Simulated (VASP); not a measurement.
A run of VASP 6.6.1 is set up as follows.

File INCAR:

```
ALGO = Normal
EDIFF = 1E-6
ENCUT = 520
GGA = PS
ISIF = 2
ISMEAR = 0
LASPH = T
LCHARG = F
LREAL = F
LWAVE = F
NBANDS = 18
NELM = 60
PREC = Accurate
SIGMA = 0.1
```

Contents of KPOINTS:

```
k-points
0
Gamma
  10 10 10
```

File POSCAR:

```
TiAl3
1.0
    3.9556712500      0.0000000000      0.0000000000
    0.0000000000      3.9556712500      0.0000000000
    0.0000000000      0.0000000000      3.9556712500
Ti Al
1 3
Direct
    0.0000000000      0.0000000000      0.0000000000
    0.5000000000      0.5000000000      0.0000000000
    0.5000000000      0.0000000000      0.5000000000
    0.0000000000      0.5000000000      0.5000000000
```

Potentials or basis: VASP PAW PBE potentials, release 64 (Ti_sv, Al).

The run is started by

```sh
$ cat potpaw_PBE.64/Ti_sv/POTCAR potpaw_PBE.64/Al/POTCAR > POTCAR
$ mpirun -np 1 vasp_std > vasp.out
```

Question: Estimate the pressure.

Answer: -0.6 GPa.

Caveat: the PAW data sets were made with another functional, which shifts forces and pressure a little.
